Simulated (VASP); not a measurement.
A run of VASP 6.6.1 is set up as follows.

The input INCAR:

```
PREC = Accurate
ENCUT = 500
EDIFF = 1E-6
ISMEAR = 0
SIGMA = 0.15
LREAL = F
LASPH = T
NELM = 120
ALGO = Normal
ISIF = 2
LWAVE = F
LCHARG = F
GGA = PE
NBANDS = 16
GGA_COMPAT = F
```

The input KPOINTS:

```
Automatic mesh
0
Gamma
  8 8 8
```

File POSCAR:

```
HgTe
1.0
    0.0000000000      3.0771170000      3.0771170000
    3.0771170000      0.0000000000      3.0771170000
    3.0771170000      3.0771170000      0.0000000000
Hg Te
1 1
Direct
    0.0000000000      0.0000000000      0.0000000000
    0.5243734639      0.4756265361      0.4756265361
```

Potentials or basis: VASP PAW PBE potentials, release 64 (Hg, Te).

Launch:

```sh
$ cat potpaw_PBE.64/Hg/POTCAR potpaw_PBE.64/Te/POTCAR > POTCAR
$ mpirun -np 1 vasp_std > vasp.out
```

**Question.** What does it give for the largest force?

**Answer.** 0.260 eV/Å.

**Question.** What does it give for the band gap on the k mesh?

**Answer.** Zero (bands 9 and 10 overlap by 2.39 eV).

Stress tensor (GPa, compression positive):
```
 1.04  0.00  0.00
 0.00 -0.14  0.00
 0.00  0.00 -0.14
```

Caveat: the cell differs from its parent crystal (atom 2 (Te) moved by (-0.150, +0.000) A along x and y); spin-orbit coupling is left out, which moves the levels of the heavy elements.
